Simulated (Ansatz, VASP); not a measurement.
## CO2 in VASP and in Ansatz

INCAR

```
PREC = Accurate ; ENCUT = 520
EDIFF = 1E-6 ; ISMEAR = 0
SIGMA = 0.05 ; LREAL = False
LASPH = True ; NELM = 80
ALGO = Normal ; ISIF = 2
LWAVE = False ; LCHARG = True
GGA = PE ; LELF = True
LVHAR = True ; NBANDS = 44
```

Contents of KPOINTS:

```
Automatic mesh
0
Gamma
  4 4 4
```

Contents of POSCAR:

```
CO2
1.0
    6.0577362522      0.0000000000     -0.9086604378
    0.0000000000      6.0577362522      0.0000000000
   -0.9086604378      0.0000000000      6.1788909772
C O
4 8
Direct
    0.0000000000      0.0000000000      0.0000000000
    0.5000000000      0.0000000000      0.5000000000
    0.5000000000      0.5000000000      0.0000000000
    0.0000000000      0.5000000000      0.5000000000
    0.1114834447      0.1114834447      0.1114834447
    0.3885165553      0.8885165553      0.6114834447
    0.6114834447      0.3885165553      0.8885165553
    0.8885165553      0.6114834447      0.3885165553
    0.8885165553      0.8885165553      0.8885165553
    0.6114834447      0.1114834447      0.3885165553
    0.3885165553      0.6114834447      0.1114834447
    0.1114834447      0.3885165553      0.6114834447
```

Input for Ansatz:

```yaml
crystal:
  lattice:
    - [6.0577362522, 0.0, -0.9086604378]
    - [0.0, 6.0577362522, 0.0]
    - [-0.9086604378, 0.0, 6.1788909772]
  atoms:
    - { symbol: C, position: [0.0, 0.0, 0.0] }
    - { symbol: C, position: [0.5, 0.0, 0.5] }
    - { symbol: C, position: [0.5, 0.5, 0.0] }
    - { symbol: C, position: [0.0, 0.5, 0.5] }
    - { symbol: O, position: [0.1114834447, 0.1114834447, 0.1114834447] }
    - { symbol: O, position: [0.3885165553, 0.8885165553, 0.6114834447] }
    - { symbol: O, position: [0.6114834447, 0.3885165553, 0.8885165553] }
    - { symbol: O, position: [0.8885165553, 0.6114834447, 0.3885165553] }
    - { symbol: O, position: [0.8885165553, 0.8885165553, 0.8885165553] }
    - { symbol: O, position: [0.6114834447, 0.1114834447, 0.3885165553] }
    - { symbol: O, position: [0.3885165553, 0.6114834447, 0.1114834447] }
    - { symbol: O, position: [0.1114834447, 0.3885165553, 0.6114834447] }
basis:
  ecutwfc: 520.0
kpoints:
  mp_grid: { grid: [4, 4, 4] }
hamiltonian:
  xc: pbe
scf:
  occupations: { method: gaussian, width: 0.05 }
output:
  forces: true
  stress: true
  eigenvalues: true
```

Change from the starting cell: engineering shear strain xz -0.3000, normal strain along z +0.0200.

Alike in both runs: task single point; functional PBE; k mesh 4 × 4 × 4; occupations gaussian, width 0.05 eV; no spin polarisation.

```csv
,VASP,Ansatz
version,VASP 6.6.1,Ansatz 0.2.0
potentials or method,"VASP PAW PBE potentials, release 64 (C, O), cutoff 520 eV","scalar-relativistic, plane waves, PAW"
valence electrons in the cell,64,64
```

```csv
,VASP,Ansatz,Ansatz less VASP
gap on the k mesh at the Fermi level (eV),6.02,6.05,+0.030
least direct gap on the mesh (eV),6.02,6.05,+0.030
pressure (GPa),7.4,5.8,-1.53
"traceless stress, the component that is largest in VASP (GPa)",27.57,26.76,-0.808
rms of the force components (eV/Å),6.310,5.952,-0.3582
```

Atom by atom the forces differ by 0.466 eV/Å (rms over components).

Noted on VASP's run: the standard files for N, O and F lose accuracy on very short bonds.
